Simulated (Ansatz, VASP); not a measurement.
Two plane-wave programs on NaCl

```xyz
2
Lattice="3.5022 0.0000 0.0000 0.0000 3.5022 0.0000 0.0000 0.0000 3.5022" Properties=species:S:1:pos:R:3 pbc="T T T"
Cl    1.7511    1.7511    1.7511
Na    0.0000    0.0000    0.0000
```

Alike in both runs: functional B3LYP; k mesh 4 × 4 × 4; occupations fermi-dirac, width 0.05 eV; no spin polarisation.

|  | VASP | Ansatz |
| --- | --- | --- |
| version | VASP 6.6.1 | Ansatz 0.2.0 |
| potentials or method | VASP PAW PBE potentials, release 64 (Cl, Na_pv) | Ansatz PAW |
| plane-wave cutoff (eV) | 520 | 420 |
| valence electrons in the cell | 14 | 16 |
| task | single point | band structure |

VASP gave:

- gap on the k mesh at the Fermi level (eV): 5.66
- least direct gap on the mesh (eV): 6.18
- pressure (GPa): 0.3

Estimate Ansatz's values.

gap on the k mesh at the Fermi level (eV): 5.63; least direct gap on the mesh (eV): 6.15; pressure (GPa): 0.4.

VASP's potentials were made for PBE, not for B3LYP. VASP's potentials hold 14 valence electrons a cell and Ansatz's 16, so a difference there can come from the potentials and not from the codes.

The k mesh is coarse, so the values compare programs but aren't converged.
